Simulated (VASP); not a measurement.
ZrTa3N4, 8 atoms in the cell. The structure is orthorhombic, space group Pmmm (No. 47). Conventional cell: a = 3.187 Å, b = 4.413 Å, c = 6.291 Å, α = 90.00°, β = 90.00°, γ = 90.00°. Within 2.9 Å of Zr (site symmetry mmm) lie 6 N at 2.21 to 2.27 Å. Ta (site symmetry mm2) has 6 N at 2.21 to 2.24 Å within 2.9 Å. Ta (site symmetry mmm) has 6 N at 2.21 Å within 2.9 Å. N (site symmetry mmm) has 6 Ta at 2.21 to 2.24 Å within 2.9 Å. Within 2.9 Å of N (site symmetry mm2) lie 4 Ta at 2.21 Å and 2 Zr at 2.27 Å. Within 2.9 Å of N (site symmetry mmm) lie 2 Zr at 2.21 Å and 4 Ta at 2.24 Å. The cell was generated, and may not be a known phase.

* Program: VASP 6.6.1
* Task: relaxation of cell and atoms
* Functional: PBE
* Potentials or basis: VASP PAW PBE potentials, release 64 (Zr_sv, Ta_pv, N)
* Cutoff: 600 eV
* k mesh: 10 × 8 × 6
* Occupations: gaussian, width 0.1 eV
* Spin: no spin polarisation
* Dipole correction: no
* Further INCAR settings: ALGO = Fast; EDIFF = 1e-06; IBRION = 2; EDIFFG = -0.01; NSW = 100; ISIF = 3

Potentials or basis: VASP PAW PBE potentials, release 64 (Zr_sv, Ta_pv, N).

Launch:

```bash
$ cat potpaw_PBE.64/Zr_sv/POTCAR potpaw_PBE.64/Ta_pv/POTCAR potpaw_PBE.64/N/POTCAR > POTCAR
$ mpirun -np 1 vasp_std > vasp.out
```

Hardware: 1 thread of Oxide Virtual Turin-like Processor, with other jobs on the host.

Problem. Estimate the wall time of this run.

Solution. It took 120 min on 1 thread of Oxide Virtual Turin-like Processor, on a shared host, peak memory 0.53 GiB. Counts: scf iterations 177, k points 120, ion steps 16.
